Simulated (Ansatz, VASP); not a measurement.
**One calculation of NaH, two programs**

```
Na H
1.0
     0.00000    2.41560    2.44000
     2.41560    0.00000    2.44000
     2.41560    2.41560    0.00000
Na H
1 1
Cartesian
  0.0000 0.0000 0.0000
  2.4156 2.4156 2.4400
```

Change from the starting cell: equal xx and yy strain of -1 %, crystal datasets.

Alike in both runs: task electric field gradients; functional PBEsol; k mesh 9 × 9 × 9; occupations fermi-dirac, width 0.03 eV; no spin polarisation.

```csv
,VASP,Ansatz
version,VASP 6.6.1,Ansatz 0.2.0
potentials or method,"VASP PAW PBE potentials, release 64 (Na_pv, H), cutoff 400 eV","all-electron PAW with datasets made for the crystal, scalar-relativistic"
```

|  | VASP | Ansatz | Ansatz less VASP |
| --- | --- | --- | --- |
| gap on the k mesh at the Fermi level (eV) | 3.84 | 3.84 | +0.006 |
| pressure (GPa) | -1.3 | -0.8 | +0.47 |
| traceless stress, the component that is largest in VASP (GPa) | -0.20 | -0.20 | +0.005 |
| size of Vzz on the site where it differs most (V/Å²) | 0.9 | 0.9 | -0.06 |

VASP's potentials were made for PBE, not for PBEsol. Ansatz ran all-electron here, and VASP with PAW potentials.
